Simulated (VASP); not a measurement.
Wanted: the native input for a VASP 6.6.1 run.

| Item | Value |
| --- | --- |
| Task | relaxation of cell and atoms |
| Functional | PBE |
| Potentials or basis | VASP PAW PBE potentials, release 64 (Sn_d, C) |
| Cutoff | 600 eV |
| k mesh | 3 × 3 × 3 |
| Occupations | gaussian, width 0.2 eV |
| Spin | no spin polarisation |
| Dipole correction | no |
| Further INCAR settings | ALGO = Normal; EDIFF = 1e-07; IBRION = 2; EDIFFG = -0.08; NSW = 36; ISIF = 3 |

The structure of Sn2C3 lies in POSCAR:

```
Sn2C3
1.0
    0.0000000000      4.5273417500      4.5273417500
    4.5273417500      0.0000000000      4.5273417500
    4.5273417500      4.5273417500      0.0000000000
Sn C
4 6
Direct
    0.0000000000      0.0000000000      0.0000000000
    0.5000000000      0.5000000000      0.5000000000
    0.2500000000      0.2500000000      0.2500000000
    0.7500000000      0.7500000000      0.7500000000
    0.7000910100      0.2999089900      0.2999089900
    0.2999089900      0.7000910100      0.7000910100
    0.2999089900      0.7000910100      0.2999089900
    0.7000910100      0.2999089900      0.7000910100
    0.2999089900      0.2999089900      0.7000910100
    0.7000910100      0.7000910100      0.2999089900
```

The cell was built from a structure type or drawn by symmetry, and may not be a known phase.

One way to write it, as run:

INCAR

```
SYSTEM = Sn2C3
PREC     = Accurate       ! precision mode
ENCUT    = 600            ! plane-wave cutoff, eV
EDIFF    = 1E-7           ! SCF threshold, eV
ISMEAR   = 0              ! smearing method
SIGMA    = 0.2            ! smearing width, eV
LREAL    = .False.        ! projectors in reciprocal space
LASPH    = .True.         ! aspherical terms in the spheres
NELM     = 120            ! most SCF steps
ALGO     = Normal         ! electronic algorithm
ISIF     = 3              ! what is computed and relaxed
LWAVE    = .False.        ! write WAVECAR
LCHARG   = .False.        ! write CHGCAR
GGA      = PE             ! functional
IBRION   = 2              ! ionic algorithm
NSW      = 36             ! ionic steps
EDIFFG   = -0.08          ! ionic threshold
GGA_COMPAT= .False.      
NELMIN   = 4
```

KPOINTS

```
regular mesh
0
Gamma
  3 3 3
  0 0 0
```

Potentials or basis: VASP PAW PBE potentials, release 64 (Sn_d, C).

Command:

```sh
$ cat potpaw_PBE.64/Sn_d/POTCAR potpaw_PBE.64/C/POTCAR > POTCAR
$ mpirun -np 1 vasp_std > vasp.out
```

It gave:

| Quantity | Value |
| --- | --- |
| Relaxed volume | 16.38 Å³/atom |
| Relaxed cell | a = 6.142 Å, b = 6.142 Å, c = 6.142 Å, α = 60.00°, β = 60.00°, γ = 60.00° |
| Space group after relaxing (to 0.1 Å) | Pm-3m (No. 221) |
| Pressure after relaxing | 0.0 GPa |
| Largest force after relaxing | 0.038 eV/Å |
| Band gap on the k mesh | zero (bands 40 and 41 overlap by 0.19 eV) |

Caveat: the k points lie up to 0.42 Å⁻¹ apart in the final cell; semilocal functionals underestimate gaps, so a narrow gap can read as zero; spin-orbit coupling is left out, which moves the levels of the heavy elements; the relaxation stopped at a loose force limit of 0.08 eV/Å, so its end isn't a converged minimum.

Wall time 29 min on 1 thread of Intel Xeon 8259CL, on a shared host, peak memory 0.43 GiB.
